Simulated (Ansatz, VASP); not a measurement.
## ZnF2 in VASP and in Ansatz

The input INCAR:

```
PREC     = Accurate       # precision mode
ENCUT    = 600            # plane-wave cutoff, eV
EDIFF    = 1E-6           # SCF threshold, eV
ISMEAR   = 0              # smearing method
SIGMA    = 0.05           # smearing width, eV
LREAL    = False          # projectors in reciprocal space
LASPH    = True           # aspherical terms in the spheres
NELM     = 120            # most SCF steps
ALGO     = Normal         # electronic algorithm
ISIF     = 2              # what is computed and relaxed
LWAVE    = False          # write WAVECAR
LCHARG   = False          # write CHGCAR
GGA      = PE             # functional
NBANDS   = 35             # bands
GGA_COMPAT= False
```

KPOINTS

```
Automatic mesh
0
Gamma
  4 4 4
```

The input POSCAR:

```
ZnF2
1.0
    4.6945138502      0.0000000000      0.0000000000
    0.0000000000      4.6945138502      0.0000000000
    0.0000000000      0.0000000000      3.1460092533
Zn F
2 4
Direct
    0.0000000000      0.0000000000      0.0000000000
    0.5000000000      0.5000000000      0.5000000000
    0.3027439746      0.3027439746      0.0000000000
    0.1972560254      0.8027439746      0.5000000000
    0.6972560254      0.6972560254      0.0000000000
    0.8027439746      0.1972560254      0.5000000000
```

Input for Ansatz:

```yaml
crystal:
  lattice:
    - [4.6945138502, 0.0, 0.0]
    - [0.0, 4.6945138502, 0.0]
    - [0.0, 0.0, 3.1460092533]
  atoms:
    - { symbol: Zn, position: [0.0, 0.0, 0.0] }
    - { symbol: Zn, position: [0.5, 0.5, 0.5] }
    - { symbol: F, position: [0.3027439746, 0.3027439746, 0.0] }
    - { symbol: F, position: [0.1972560254, 0.8027439746, 0.5] }
    - { symbol: F, position: [0.6972560254, 0.6972560254, 0.0] }
    - { symbol: F, position: [0.8027439746, 0.1972560254, 0.5] }
basis:
  ecutwfc: 420
  ecutrho_ratio: 4
kpoints:
  mp_grid: { grid: [4, 4, 4] }
hamiltonian:
  xc: pbe
scf:
  occupations: { method: gaussian, width: 0.05 }
output:
  forces: true
  stress: true
  eigenvalues: true
  populations: true
  write_density: true
  write_potential: true
  elf: true
  volumetric_format: npy
```

Alike in both runs: task single point; functional PBE; k mesh 4 × 4 × 4; occupations gaussian, width 0.05 eV; no spin polarisation.

|  | VASP | Ansatz |
| --- | --- | --- |
| version | VASP 6.6.1 | Ansatz 0.2.0 |
| potentials or method | VASP PAW PBE potentials, release 64 (Zn, F), cutoff 600 eV | scalar-relativistic, plane waves, PAW |
| valence electrons in the cell | 52 | 52 |

Ansatz gave:

- gap on the k mesh at the Fermi level (eV): 3.55
- least direct gap on the mesh (eV): 3.55
- pressure (GPa): 5.9
- traceless stress, the component that is largest in VASP (GPa): 0.08
- rms of the force components (eV/Å): 0.003

**Question.** Estimate VASP's values.

**Answer.** gap on the k mesh at the Fermi level (eV): 3.47; least direct gap on the mesh (eV): 3.47; pressure (GPa): 6.5; traceless stress, the component that is largest in VASP (GPa): 0.23; rms of the force components (eV/Å): 0.001.

Atom by atom the forces differ by 0.002 eV/Å (rms over components).

The k mesh is coarse, so the values compare programs but aren't converged.
